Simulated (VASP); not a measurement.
Input of a VASP 6.6.1 run:

The input INCAR:

```
SYSTEM = BePd
  PREC = Accurate
  ENCUT = 520
  EDIFF = 1E-7
  ISMEAR = -1
  SIGMA = 0.08
  LREAL = .False.
  LASPH = .True.
  NELM = 100
  ALGO = Normal
  ISIF = 2
  LWAVE = .False.
  LCHARG = .True.
  GGA = CA
  LELF = .True.
  LVHAR = .True.
  NBANDS = 13
```

Contents of KPOINTS:

```
Automatic mesh
0
Gamma
  14 14 14
  0 0 0
```

POSCAR

```
BePd
1.0
    2.7728334417      0.0000000000      0.0000000000
    0.0000000000      2.7728334417      0.0000000000
    0.0000000000      0.0000000000      2.7728334417
Be Pd
1 1
Direct
    0.0000000000      0.0000000000      0.0000000000
    0.5000000000      0.5000000000      0.5000000000
```

Potentials or basis: VASP PAW LDA potentials, release 64 (Be, Pd).

Launch:

```sh
$ cat potpaw_LDA.64/Be/POTCAR potpaw_LDA.64/Pd/POTCAR > POTCAR
$ mpirun -np 1 vasp_std > vasp.out
```

(1) What does it give for the pressure?

(2) Predict the band gap on the k mesh.

Results:

(1) 0.7 GPa.

(2) zero (band 6 reaches 15.33 eV, above the bottom of band 7 at 9.04 eV).
